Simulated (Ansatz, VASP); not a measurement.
# Sc3Al in VASP and in Ansatz

```
CELL_PARAMETERS angstrom
4.38219 0.00000 0.00000
0.00000 4.38219 0.00000
0.00000 0.00000 4.38219
ATOMIC_POSITIONS crystal
Sc 0.50000 0.00000 0.50000
Sc 0.00000 0.50000 0.50000
Sc 0.50000 0.50000 0.00000
Al 0.00000 0.00000 0.00000
```

Alike in both runs: task single point; functional r2SCAN; k mesh 10 × 10 × 10; occupations gaussian, width 0.1 eV; no spin polarisation.

|  | VASP | Ansatz |
| --- | --- | --- |
| version | VASP 6.6.1 | Ansatz 0.2.0 |
| potentials or method | VASP PAW PBE potentials, release 64 (Sc_sv, Al), cutoff 520 eV | scalar-relativistic, plane waves, PAW |
| valence electrons in the cell | 36 | 36 |

|  | VASP | Ansatz | Ansatz less VASP |
| --- | --- | --- | --- |
| gap on the k mesh at the Fermi level (eV) | none | none | - |
| pressure (GPa) | 2.3 | 2.1 | -0.22 |

VASP's potentials were made for PBE, not for r2SCAN. A gap of «none» marks a metal or a gap that the smearing closes.
